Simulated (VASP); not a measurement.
# B5P4 in VASP: further runs

The runs below take B5P4 through single point, with PBEsol.

All numbers are computed with VASP 6.6.1; they aren't measurements. Logs are shortened: lines on timing, memory, paths and dates and some standing lists are left out, and cuts for length are marked.

### Step 1. The cell of the first run

The cell holds a slab with vacuum, 9 atoms: a = 3.196 Å, b = 3.196 Å, c = 24.040 Å, α = 90.00°, β = 90.00°, γ = 90.00°.

### Step 2. Single point, PBEsol

Contents of INCAR:

```
SYSTEM = B5P4
ALGO     = Normal         ! electronic algorithm
DIPOL    = 0.5 0.5 0.500
EDIFF    = 1E-6           ! SCF threshold, eV
ENCUT    = 520            ! plane-wave cutoff, eV
GGA      = PS             ! functional
IDIPOL   = 3            
ISIF     = 2              ! what is computed and relaxed
ISMEAR   = 0              ! smearing method
LASPH    = .TRUE.         ! aspherical terms in the spheres
LCHARG   = .FALSE.        ! write CHGCAR
LDIPOL   = .TRUE.       
LREAL    = .FALSE.        ! projectors in reciprocal space
LWAVE    = .FALSE.        ! write WAVECAR
NBANDS   = 28             ! bands
NELM     = 80             ! most SCF steps
PREC     = Accurate       ! precision mode
SIGMA    = 0.05           ! smearing width, eV
```

Contents of KPOINTS:

```
k-points
0
G
  8 8 1
  0 0 0
```

Contents of POSCAR:

```
B5P4
1.0
    3.1962448227      0.0000000000      0.0000000000
    0.0000000000      3.1962448227      0.0000000000
    0.0000000000      0.0000000000     24.0403455538
B P
5 4
Direct
    0.5000000000      0.5000000000      0.3119755489
    0.0000000000      0.0000000000      0.4059877745
    0.5000000000      0.5000000000      0.5000000000
    0.0000000000      0.0000000000      0.5940122255
    0.5000000000      0.5000000000      0.6880244511
    0.5000000000      0.0000000000      0.3589816617
    0.0000000000      0.5000000000      0.4529938872
    0.5000000000      0.0000000000      0.5470061128
    0.0000000000      0.5000000000      0.6410183383
```

Potentials or basis: VASP PAW PBE potentials, release 64 (B, P).

Launch:

```bash
cat potpaw_PBE.64/B/POTCAR potpaw_PBE.64/P/POTCAR > POTCAR
mpirun -np 1 vasp_std > vasp.out
```

OUTCAR:

```text
SYSTEM = B5P4
   EDIFF = 1E-6
   ENCUT = 520
   GGA = PS
   ISIF = 2
   ISMEAR = 0
   LASPH = .TRUE.
   LREAL = .FALSE.
   NELM = 80
   PREC = Accurate

 ion  position               nearest neighbor table
   1  0.500  0.500  0.312-   6 1.96   6 1.96
   2  0.000  0.000  0.406-   7 1.96   7 1.96   6 1.96   6 1.96
   3  0.500  0.500  0.500-   7 1.96   8 1.96   8 1.96   7 1.96
   4  0.000  0.000  0.594-   8 1.96   8 1.96   9 1.96   9 1.96
   5  0.500  0.500  0.688-   9 1.96   9 1.96
   6  0.500  0.000  0.359-   1 1.96   2 1.96   1 1.96   2 1.96
   7  0.000  0.500  0.453-   2 1.96   2 1.96   3 1.96   3 1.96
   8  0.500  0.000  0.547-   4 1.96   4 1.96   3 1.96   3 1.96
   9  0.000  0.500  0.641-   4 1.96   5 1.96   4 1.96   5 1.96

  LATTYP: Found a simple tetragonal cell.
 ALAT       =     3.1962448227
 C/A-ratio  =     7.5214343354

  Lattice vectors:

 A1 = (   3.1962448227,   0.0000000000,   0.0000000000)
 A2 = (   0.0000000000,   3.1962448227,   0.0000000000)
 A3 = (   0.0000000000,   0.0000000000,  24.0403455538)

Analysis of symmetry for initial positions (statically):
=====================================================================
 Subroutine PRICEL returns:
 Original cell was already a primitive cell.

 Routine SETGRP: Setting up the symmetry group for a
 simple tetragonal supercell.

 Subroutine GETGRP returns: Found  8 space group operations
 (whereof  8 operations were pure point group operations)
 out of a pool of 16 trial point group operations.

The static configuration has the point symmetry D_2d.

Analysis of symmetry for dynamics (positions and initial velocities):
=====================================================================
 Subroutine PRICEL returns:
 Original cell was already a primitive cell.

 Routine SETGRP: Setting up the symmetry group for a
 simple tetragonal supercell.

 Subroutine GETGRP returns: Found  8 space group operations
 (whereof  8 operations were pure point group operations)
 out of a pool of 16 trial point group operations.

The dynamic configuration has the point symmetry D_2d.

 Subroutine INISYM returns: Found  8 space group operations
 (whereof  8 operations are pure point group operations),
 and found     1 'primitive' translations

----------------------------------------------------------------------------------------

                                     Primitive cell

  volume of cell :     245.5957

  direct lattice vectors                    reciprocal lattice vectors
     3.196244823  0.000000000  0.000000000     0.312867147  0.000000000  0.000000000
     0.000000000  3.196244823  0.000000000     0.000000000  0.312867147  0.000000000
     0.000000000  0.000000000 24.040345554     0.000000000  0.000000000  0.041596740

  length of vectors
     3.196244823  3.196244823 24.040345554     0.312867147  0.312867147  0.041596740

  position of ions in fractional coordinates (direct lattice)
     0.500000000  0.500000000  0.311975549
     0.000000000  0.000000000  0.405987774
     0.500000000  0.500000000  0.500000000
     0.000000000  0.000000000  0.594012226
     0.500000000  0.500000000  0.688024451
     0.500000000  0.000000000  0.358981662
     0.000000000  0.500000000  0.452993887
     0.500000000  0.000000000  0.547006113
     0.000000000  0.500000000  0.641018338

  ion indices of the primitive-cell ions
   primitive index   ion index
                 1           1
                 2           2
                 3           3
                 4           4
                 5           5
                 6           6
                 7           7
                 8           8
                 9           9

----------------------------------------------------------------------------------------

 KPOINTS: k-points

Automatic generation of k-mesh.
 Grid dimensions read from file:
 generate k-points for:    8    8    1

 Generating k-lattice:

  Cartesian coordinates                     Fractional coordinates (reciprocal lattice)
     0.039108393  0.000000000  0.000000000     0.125000000  0.000000000  0.000000000
     0.000000000  0.039108393  0.000000000     0.000000000  0.125000000  0.000000000
     0.000000000  0.000000000  0.041596740     0.000000000  0.000000000  1.000000000

  Length of vectors
     0.039108393  0.039108393  0.041596740

  Shift w.r.t. Gamma in fractional coordinates (k-lattice)
     0.000000000  0.000000000  0.000000000

 Subroutine IBZKPT returns following result:
 ===========================================

 Found     15 irreducible k-points:

 Following reciprocal coordinates:
            Coordinates               Weight
  0.000000  0.000000  0.000000      1.000000
  0.125000  0.000000  0.000000      4.000000
  0.250000  0.000000  0.000000      4.000000
  0.375000  0.000000  0.000000      4.000000
  0.500000  0.000000  0.000000      2.000000
  0.125000  0.125000  0.000000      4.000000
  0.250000  0.125000  0.000000      8.000000
  0.375000  0.125000  0.000000      8.000000
  0.500000  0.125000  0.000000      4.000000
  0.250000  0.250000  0.000000      4.000000
  0.375000  0.250000  0.000000      8.000000
  0.500000  0.250000  0.000000      4.000000
  0.375000  0.375000  0.000000      4.000000
  0.500000  0.375000  0.000000      4.000000
  0.500000  0.500000  0.000000      1.000000
   k-points           NKPTS =     15   k-points in BZ     NKDIM =     15   number of bands    NBANDS=     28
   number of dos      NEDOS =    301   number of ions     NIONS =      9
   total plane-waves  NPLWV = 103680
   dimension x,y,z NGX =    24 NGY =   24 NGZ =  180
   dimension x,y,z NGXF=    48 NGYF=   48 NGZF=  360
   ions per type =               5   4
   NGX,Y,Z   is equivalent  to a cutoff of  12.48, 12.48, 12.45 a.u.
   NGXF,Y,Z  is equivalent  to a cutoff of  24.97, 24.97, 24.90 a.u.
 SYSTEM =  B5P4
   PREC   = accura    normal or accurate (medium, high low for compatibility)
   ISTART =      0    job   : 0-new  1-cont  2-samecut
   ICHARG =      2    charge: 1-file 2-atom 10-const
   ISPIN  =      1    spin polarized calculation?
   LNONCOLLINEAR =      F non collinear calculations
   LSORBIT =      F    spin-orbit coupling
   LASPH  =      T    aspherical Exc in radial PAW
   ENCUT  =  520.0 eV  38.22 Ry    6.18 a.u.   5.94  5.94 44.70*2*pi/ulx,y,z
   NELM   =     80;   NELMIN=  2; NELMDL= -5     # of ELM steps
   EDIFF  = 0.1E-05   stopping-criterion for ELM
   LREAL  =      F    real-space projection
   EDIFFG = 0.1E-04   stopping-criterion for IOM
   NSW    =      0    number of steps for IOM
   IBRION =     -1    ionic relax: 0-MD 1-quasi-New 2-CG
   NFREE  =      0    steps in history (QN), initial steepest desc. (CG)
   ISIF   =      2    stress and relaxation
   ISYM   =      2    0-nonsym 1-usesym 2-fastsym
   POTIM  = 0.5000    time-step for ionic-motion
   TEBEG  =    0.0;   TEEND  =   0.0 temperature during run
   PSTRESS=    0.0 pullay stress
   NELECT =      35.0000    total number of electrons
   NUPDOWN=      -1.0000    fix difference up-down
   EMIN   =  10.00;   EMAX   =-10.00  energy-range for DOS
   EFERMI =   0.00;   METHOD = LEGACY
   ISMEAR =     0;   SIGMA  =   0.05  broadening in eV -4-tet -1-fermi 0-gaus
   EFERMI_NEDOS =   21; number of points for ismear=-14 and -15
   IALGO  =     38    algorithm
   IMIX   =      4    mixing-type and parameters
     AMIX     =   0.40;   BMIX     =  1.00
     AMIX_MAG =   1.60;   BMIX_MAG =  1.00
  volume/ion in A,a.u.               =      27.29       184.15
  Fermi-wavevector in a.u.,A,eV,Ry     =   0.855114  1.615931  9.948847  0.731220
  Thomas-Fermi vector in A             =   1.971814
   LORBIT       =      0    0 simple, 1 ext, 2 COOP (PROOUT), +10 PAW based schemes
   GGA     = PS    functional components
   LHFCALC =     F    Hartree Fock is set to
   AEXX    =    0.0000 exact exchange contribution
   IVDW    =     0    specifies the selected vdW correction
   LEPSILON=     F    determine dielectric tensor
   LRPA    =     F    only Hartree local field effects (RPA)
 non-spin polarized calculation
 Gauss-broadening in eV      SIGMA  =   0.05
  energy-cutoff  :      520.00
  volume of cell :      245.60
 maximum number of plane-waves:      6666
 NGX is ok and might be reduce to    24
   NGX = 11   NGY = 11   NGZ = 89

 number of electron      34.9999994 magnetization

 dipolmoment           0.000000      0.000000     -0.000000 electrons x Angstroem

 Free energy of the ion-electron system (eV)
  ---------------------------------------------------
  ext. energy  EPLUGINS =         0.00000000
  ---------------------------------------------------
  free energy    TOTEN  =       -54.77196688 eV

  energy without entropy =      -54.76221142  energy(sigma->0) =      -54.76708915

 E-fermi :  -0.3216     XC(G=0):  -5.4420

 val. band max:       -0.3424482136   @ k =   0.2500   0.2500   0.0000
 cond. band min:      -0.3094522614   @ k =   0.3750   0.0000   0.0000
 fundamental gap:      0.0329959522
 Fermi energy:        -0.3215987126

 k-point     1 :       0.0000    0.0000    0.0000
  band No.  band energies     occupation
      1     -15.8513      2.00000
      2     -14.9560      2.00000
      3     -13.6475      2.00000
      4     -12.1221      2.00000
      5      -8.6078      2.00000
      6      -6.7755      2.00000
[... 20 lines left out ...]
     27       4.4259      0.00000
     28       4.4259      0.00000

 k-point     2 :       0.1250    0.0000    0.0000
  band No.  band energies     occupation
      1     -15.6634      2.00000
      2     -14.7760      2.00000
      3     -13.4854      2.00000
      4     -12.0031      2.00000
      5      -8.5133      2.00000
      6      -6.9114      2.00000
[... 395 lines left out ...]
 k-point    15 :       0.5000    0.5000    0.0000
  band No.  band energies     occupation
      1     -11.0968      2.00000
      2     -11.0968      2.00000
      3     -10.7532      2.00000
      4     -10.7532      2.00000
      5      -9.0316      2.00000
      6      -9.0214      2.00000
[... 20 lines left out ...]
     27       5.4210      0.00000
     28       5.4237      0.00000

------------------------ aborting loop because EDIFF is reached ----------------------------------------

 vacuum level on the upper side and lower side of the slab       (xc-potential included)        -0.218        -0.218

  FORCE on cell =-STRESS in cart. coord.  units (eV):
  Direction    XX          YY          ZZ          XY          YZ          ZX
  --------------------------------------------------------------------------------------
  -------------------------------------------------------------------------------------
  Total       -2.8572656     -2.8572656     -4.2586119      0.0000000      0.0000000      0.0000000
  in kB      -18.6397643    -18.6397643    -27.7816389      0.0000000      0.0000000      0.0000000
  external PRESSURE =     -21.6870559 kB  Pullay stress =       0.0000000 kB

 VOLUME and BASIS-vectors are now :
 -----------------------------------------------------------------------------
  energy-cutoff  :      520.00
  volume of cell :      245.60
      direct lattice vectors                 reciprocal lattice vectors
     3.196244823  0.000000000  0.000000000     0.312867147  0.000000000  0.000000000
     0.000000000  3.196244823  0.000000000     0.000000000  0.312867147  0.000000000
     0.000000000  0.000000000 24.040345554     0.000000000  0.000000000  0.041596740

 POSITION                                       TOTAL-FORCE (eV/Angst)
 -----------------------------------------------------------------------------------
      1.59812      1.59812      7.50000        -0.000000     -0.000000      1.778135
      0.00000      0.00000      9.76009        -0.000000      0.000000      0.125889
      1.59812      1.59812     12.02017        -0.000000     -0.000000      0.000000
      0.00000      0.00000     14.28026        -0.000000      0.000000     -0.125889
      1.59812      1.59812     16.54035         0.000000      0.000000     -1.778135
      1.59812      0.00000      8.63004        -0.000000      0.000000     -1.770180
      0.00000      1.59812     10.89013         0.000000      0.000000     -0.188573
      1.59812      0.00000     13.15022        -0.000000      0.000000      0.188573
      0.00000      1.59812     15.41030         0.000000      0.000000      1.770180
 -----------------------------------------------------------------------------------
    total drift:                                0.000000      0.000000      0.000000

  FREE ENERGIE OF THE ION-ELECTRON SYSTEM (eV)
  ---------------------------------------------------
  free  energy   TOTEN  =       -54.7719668758 eV

  energy  without entropy=      -54.7622114219  energy(sigma->0) =      -54.76708915

 vacuum level on the upper side and lower side of the slab         5.347         5.347
```

Wall time 3.2 min (1 thread of Intel Xeon 8259CL, shared host); peak memory 0.34 GiB.

Results:

```
Free energy            : -54.7720 eV
Largest force          : 1.778 eV/Å
Band gap on the k mesh : zero (an odd number of electrons rules out a gap without spin polarisation)
```

Forces on the atoms (eV/Å):
```
B    0.000  0.000  1.778
B    0.000  0.000  0.126
B    0.000  0.000  0.000
B    0.000  0.000 -0.126
B    0.000  0.000 -1.778
P    0.000  0.000 -1.770
P    0.000  0.000 -0.189
P    0.000  0.000  0.189
P    0.000  0.000  1.770
```

Caveat: the PAW data sets were made with another functional, which shifts forces and pressure a little; an odd number of electrons without spin polarisation forces a metal; a magnetic or distorted state may lie lower.

### Step 3. Single point, PBEsol

Contents of INCAR:

```
PREC = Accurate ; ENCUT = 520
EDIFF = 1E-6 ; ISMEAR = 0
SIGMA = 0.05 ; LREAL = F
LASPH = T ; NELM = 100
ALGO = Normal ; ISIF = 2
LWAVE = F ; LCHARG = F
LDIPOL = T ; IDIPOL = 3
DIPOL = 0.5 0.5 0.500 ; GGA = PS
NBANDS = 28
```

Contents of KPOINTS:

```
regular mesh
0
Gamma
  8 8 1
```

Contents of POSCAR:

```
B5P4
1.0
    3.1962448227      0.0000000000      0.0000000000
    0.0000000000      3.1962448227      0.0000000000
    0.0000000000      0.0000000000     24.0403455538
B P
5 4
Direct
    0.5000000000      0.5000000000      0.3189664369
    0.0000000000      0.0000000000      0.4065115549
    0.5000000000      0.5000000000      0.4999999987
    0.0000000000      0.0000000000      0.5934884478
    0.5000000000      0.5000000000      0.6810335697
    0.5000000000      0.0000000000      0.3582344605
    0.0000000000      0.5000000000      0.4528666518
    0.5000000000      0.0000000000      0.5471333478
    0.0000000000      0.5000000000      0.6417655319
```

Potentials or basis: VASP PAW PBE potentials, release 64 (B, P).

Launch:

```bash
cat potpaw_PBE.64/B/POTCAR potpaw_PBE.64/P/POTCAR > POTCAR
mpirun -np 1 vasp_std > vasp.out
```

Run time: 3.9 min. Hardware: 1 thread of Intel Xeon 8259CL, shared host; peak memory 0.34 GiB.

Results (log left out):

- Free energy: -55.1131 eV
- Largest force: 0.011 eV/Å
- Band gap on the k mesh: zero (an odd number of electrons rules out a gap without spin polarisation)

Forces on the atoms (eV/Å):
```
B    0.000  0.000 -0.011
B    0.000  0.000  0.001
B    0.000  0.000  0.000
B    0.000  0.000 -0.001
B    0.000  0.000  0.011
P    0.000  0.000 -0.002
P    0.000  0.000 -0.002
P    0.000  0.000  0.002
P    0.000  0.000  0.002
```

Levels at points of the mesh, in eV from the Fermi level:
| k point | band 16 | band 17 | band 18 | band 19 | band 20 | band 21 |
| --- | --- | --- | --- | --- | --- | --- |
| (0.00, 0.00, 0.00) | -1.26 | -0.19 | 0.10 | 1.05 | 1.25 | 2.06 |
| (0.50, 0.00, 0.00) | -2.06 | -0.35 | 0.05 | 0.59 | 2.73 | 3.56 |
| (0.50, 0.50, 0.00) | -4.71 | -0.95 | -0.95 | -0.20 | 0.19 | 1.79 |

Caveat: the PAW data sets were made with another functional, which shifts forces and pressure a little; an odd number of electrons without spin polarisation forces a metal; a magnetic or distorted state may lie lower.

The gap in the log of VASP goes by the Fermi energy; the results here count the filled bands.